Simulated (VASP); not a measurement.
BeN, 2 atoms in the cell. It takes space group R3m (No. 160, trigonal). Conventional cell: a = 2.647 Å, b = 2.647 Å, c = 7.485 Å, α = 90.00°, β = 90.00°, γ = 120.00°. Within 2.2 Å of Be (site symmetry 3m) lie 4 N at 1.65 to 1.75 Å. Within 2.2 Å of N (site symmetry 3m) lie 4 Be at 1.65 to 1.75 Å. 

| Quantity | Value |
| --- | --- |
| Program | VASP 6.6.1 |
| Task | single point |
| Functional | PBE |
| Potentials or basis | VASP PAW PBE potentials, release 64 (Be, N) |
| Cutoff | 520 eV |
| k mesh | 24 × 24 × 24 |
| Occupations | gaussian, width 0.1 eV |
| Spin | no spin polarisation |
| Dipole correction | no |
| Further INCAR settings | ALGO = Normal; EDIFF = 1e-07; NBANDS = 10 |

Potentials or basis: VASP PAW PBE potentials, release 64 (Be, N).

Run with:

```bash
$ cat potpaw_PBE.64/Be/POTCAR potpaw_PBE.64/N/POTCAR > POTCAR
$ mpirun -np 1 vasp_std > vasp.out
```

Hardware: 1 thread of Intel(R) Xeon(R) Platinum 8259CL CPU @ 2.50GHz (Skylake/Cascade Lake), on a shared host.

Question: How long does it take, and how much memory?

Answer: It took 120 s on 1 thread of Intel(R) Xeon(R) Platinum 8259CL CPU @ 2.50GHz (Skylake/Cascade Lake) (shared host), peak memory 0.31 GiB. Counts: scf iterations 13, k points 1313.
